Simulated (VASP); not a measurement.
A run of VASP 6.6.1 is set up as follows.

Contents of INCAR:

```
SYSTEM = AgI
ALGO = Normal ; EDIFF = 1E-7
EDIFFG = -0.002 ; ENCUT = 500
GGA = PE ; GGA_COMPAT = .FALSE.
IBRION = 2 ; ISIF = 3
ISMEAR = 0 ; LASPH = .TRUE.
LCHARG = .FALSE. ; LREAL = .FALSE.
LWAVE = .FALSE. ; NELM = 120
NELMIN = 4 ; NSW = 100
PREC = Accurate ; SIGMA = 0.01
```

File KPOINTS:

```
k-points
0
G
  6 6 4
  0 0 0
```

The input POSCAR:

```
AgI
1.0
    4.5900000000      0.0000000000      0.0000000000
   -2.2950000000      3.9750566034      0.0000000000
    0.0000000000      0.0000000000      7.5200000000
Ag I
2 2
Direct
    0.6666666667      0.3333333333      0.6300000000
    0.3333333333      0.6666666667      0.1300000000
    0.6666666667      0.3333333333      0.0000000000
    0.3333333333      0.6666666667      0.5000000000
```

Potentials or basis: VASP PAW PBE potentials, release 64 (Ag, I).

Launch:

```bash
$ cat potpaw_PBE.64/Ag/POTCAR potpaw_PBE.64/I/POTCAR > POTCAR
$ mpirun -np 1 vasp_std > vasp.out
```

Task: What does it give for the band gap on the k mesh?

Result: 1.37 eV.

Task: Predict the relaxed cell.

Result: a = 4.684 Å, b = 4.684 Å, c = 7.658 Å, α = 90.00°, β = 90.00°, γ = 120.00°.

Task: What does it give for the space group after relaxing (to 0.1 Å)?

Result: P6_3mc (No. 186).

Final structure:
```xyz
4
Lattice="4.6835 0.0000 0.0000 -2.3418 4.0561 0.0000 0.0000 0.0000 7.6584" Properties=species:S:1:pos:R:3 pbc="T T T"
Ag    2.3418    1.3520    4.8055
Ag    0.0000    2.7040    0.9763
I     2.3418    1.3520    0.0193
I     0.0000    2.7040    3.8485
```

Caveat: spin-orbit coupling is left out, which moves the levels of the heavy elements. Zero-point motion and thermal expansion aren't in these numbers.
